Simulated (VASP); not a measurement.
Set up this calculation in VASP 6.6.1, as the native input.

| Item | Value |
| --- | --- |
| Task | density of states |
| Functional | PBEsol |
| Potentials or basis | VASP PAW PBE potentials, release 64 (Ta_pv) |
| Cutoff | 520 eV |
| k mesh | 18 × 18 × 18 |
| Occupations | gaussian, width 0.05 eV |
| Spin | no spin polarisation |
| Dipole correction | no |
| k mesh for the DOS | 27 × 27 × 27 |
| Occupations for the DOS | tetrahedron |
| Further INCAR settings | ALGO = Normal; EDIFF = 1e-06 |

Crystal: Ta.

```
CELL_PARAMETERS angstrom
-1.64014 1.64014 1.64014
1.64014 -1.64014 1.64014
1.64014 1.64014 -1.64014
ATOMIC_POSITIONS crystal
Ta 0.00000 0.00000 0.00000
```

These files were run (other wordings do the same):

POSCAR

```
Ta
1.0
   -1.6401385805      1.6401385805      1.6401385805
    1.6401385805     -1.6401385805      1.6401385805
    1.6401385805      1.6401385805     -1.6401385805
Ta
1
Direct
    0.0000000000      0.0000000000      0.0000000000
```

INCAR.step1

```
PREC = Accurate ; ENCUT = 520
EDIFF = 1E-6 ; ISMEAR = 0
SIGMA = 0.05 ; LREAL = False
LASPH = True ; NELM = 100
ALGO = Normal ; ISIF = 2
LWAVE = False ; LCHARG = True
LMAXMIX = 4 ; GGA = PS
NBANDS = 12
```

KPOINTS.step1

```
regular mesh
0
Gamma
  18 18 18
```

INCAR.step2

```
PREC = Accurate ; ENCUT = 520
EDIFF = 1E-6 ; ISMEAR = -5
SIGMA = 0.05 ; LREAL = False
LASPH = True ; NELM = 100
ALGO = Normal ; ISIF = 2
LWAVE = False ; LCHARG = False
LMAXMIX = 4 ; GGA = PS
LORBIT = 10 ; NEDOS = 1001
ICHARG = 11
```

KPOINTS.step2

```
regular mesh
0
Gamma
  27 27 27
```

Potentials or basis: VASP PAW PBE potentials, release 64 (Ta_pv).

Command:

```bash
$ cat potpaw_PBE.64/Ta_pv/POTCAR > POTCAR
$ cp INCAR.step1 INCAR
$ cp KPOINTS.step1 KPOINTS
$ mpirun -np 1 vasp_std > vasp.out
$ cp INCAR.step2 INCAR
$ cp KPOINTS.step2 KPOINTS
$ mpirun -np 1 vasp_std > vasp.out
```

Results of the run:

```json
{"Valence electrons inside the program's atomic spheres": "Ta 8.97"}
```

Caveat: spin-orbit coupling is left out, which moves the levels of the heavy elements.

Run time: 55 s on 1 thread of AMD EPYC 9R45 96-Core Processor (Zen 5), with other jobs on the host, peak memory 0.21 GiB.
